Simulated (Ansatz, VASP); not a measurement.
**La: VASP beside Ansatz**

Contents of INCAR:

```
SYSTEM = La
PREC = Accurate ; ENCUT = 520
EDIFF = 1E-6 ; ISMEAR = -1
SIGMA = 0.08 ; LREAL = .False.
LASPH = .True. ; NELM = 100
ALGO = Normal ; ISIF = 2
LWAVE = .False. ; LCHARG = .True.
GGA = PE ; LELF = .True.
LVHAR = .True. ; NBANDS = 12
```

KPOINTS

```
Automatic mesh
0
Gamma
  13 13 13
  0 0 0
```

Contents of POSCAR:

```
La
1.0
   -1.7003541914      1.7003541914      1.7003541914
    1.7003541914     -1.7003541914      1.7003541914
    1.7003541914      1.7003541914     -1.7003541914
La
1
Direct
    0.0000000000      0.0000000000      0.0000000000
```

Input for Ansatz:

```yaml
crystal:
  lattice:
    - [-1.7003541914, 1.7003541914, 1.7003541914]
    - [1.7003541914, -1.7003541914, 1.7003541914]
    - [1.7003541914, 1.7003541914, -1.7003541914]
  atoms:
    - { symbol: La, position: [0.0, 0.0, 0.0] }
kpoints:
  mp_grid: { grid: [13, 13, 13] }
scf:
  occupations: { method: fermi_dirac, width: 0.08 }
hamiltonian:
  xc: pbe
  pseudopotentials: { kind: all_electron, lapw: { basis_error: 0.001 } }
output:
  forces: true
  stress: true
  eigenvalues: true
  populations: true
```

Change from the starting cell: volume scaled by 0.52, LAPW.

Alike in both runs: task single point; functional PBE; k mesh 13 × 13 × 13; occupations fermi-dirac, width 0.08 eV; no spin polarisation.

|  | VASP | Ansatz |
| --- | --- | --- |
| version | VASP 6.6.1 | Ansatz 0.2.0 |
| potentials or method | VASP PAW PBE potentials, release 64 (La), cutoff 520 eV | all-electron LAPW, scalar-relativistic |

```tsv
	VASP	Ansatz	Ansatz less VASP
pressure (GPa)	47.9	48.0	+0.12
```

Both programs put the cell under a high pressure, so it lies far from rest at this level. Ansatz ran all-electron here, and VASP with PAW potentials.

Spin-orbit coupling is off throughout.
